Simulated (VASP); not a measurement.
LiCl:

```
CELL_PARAMETERS angstrom
0.04435 2.55603 2.55603
2.55603 0.04435 2.55603
2.60037 2.60037 0.00000
ATOMIC_POSITIONS crystal
Li 0.00000 0.00000 0.00000
Cl 0.50000 0.50000 0.50000
```

This cell differs from its parent crystal: shear xy strain +3.5%.

Base run:

| Property | Result |
| --- | --- |
| Program | VASP 6.6.1 |
| Functional | r2SCAN |
| Potentials or basis | VASP PAW PBE potentials, release 64 (Li_sv, Cl) |
| Cutoff | 520 eV |
| k mesh | 8 × 8 × 8 |
| Occupations | gaussian, width 0.01 eV |
| Spin | no spin polarisation |

Its results: band gap on the k mesh 7.24 eV, direct.

**Question.** The run is repeated on the same cell with these changes: functional from r2SCAN to PBE; k mesh from 8 × 8 × 8 to 6 × 6 × 6. What comes out?

**Answer.** Band gap on the k mesh 6.29 eV, direct.

Several settings changed at once, so the effect can't be laid on one alone.

A k mesh can miss the band edges.
